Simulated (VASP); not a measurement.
Write the native input for VASP 6.6.1 that does the following.

```
Task                   : single point
Functional             : LDA
Potentials or basis    : VASP PAW LDA potentials, release 64 (Sr_sv)
Cutoff                 : 520 eV
k mesh                 : 11 × 11 × 11
Occupations            : fermi-dirac, width 0.05 eV
Spin                   : no spin polarisation
Dipole correction      : no
Further INCAR settings : ALGO = Fast; EDIFF = 1e-07; NBANDS = 11
```

The structure of Sr lies in POSCAR:

```
Sr
1.0
   -2.3801670000      2.4775910000      2.4246930000
    2.3779460000     -2.5185890000      2.4634700000
    2.3656120000      2.5040340000     -2.4656910000
Sr
1
Direct
    0.0136030000      0.0059810000     -0.0139020000
```

The input as run:

INCAR

```
SYSTEM = Sr
PREC = Accurate ; ENCUT = 520
EDIFF = 1E-7 ; ISMEAR = -1
SIGMA = 0.05 ; LREAL = .False.
LASPH = .True. ; NELM = 60
ALGO = Fast ; ISIF = 2
LWAVE = .False. ; LCHARG = .True.
GGA = CA ; LELF = .True.
LVHAR = .True. ; NBANDS = 11
```

KPOINTS

```
regular mesh
0
Gamma
  11 11 11
  0 0 0
```

Potentials or basis: VASP PAW LDA potentials, release 64 (Sr_sv).

Command:

```bash
$ cat potpaw_LDA.64/Sr_sv/POTCAR > POTCAR
$ mpirun -np 1 vasp_std > vasp.out
```

It gave:

The pressure is -1.9 GPa. The band gap on the k mesh is zero (bands 5 and 6 overlap by 0.32 eV).

It took 11 min on 1 thread of Oxide Virtual Turin-like Processor, with other jobs on the host, peak memory 0.46 GiB.
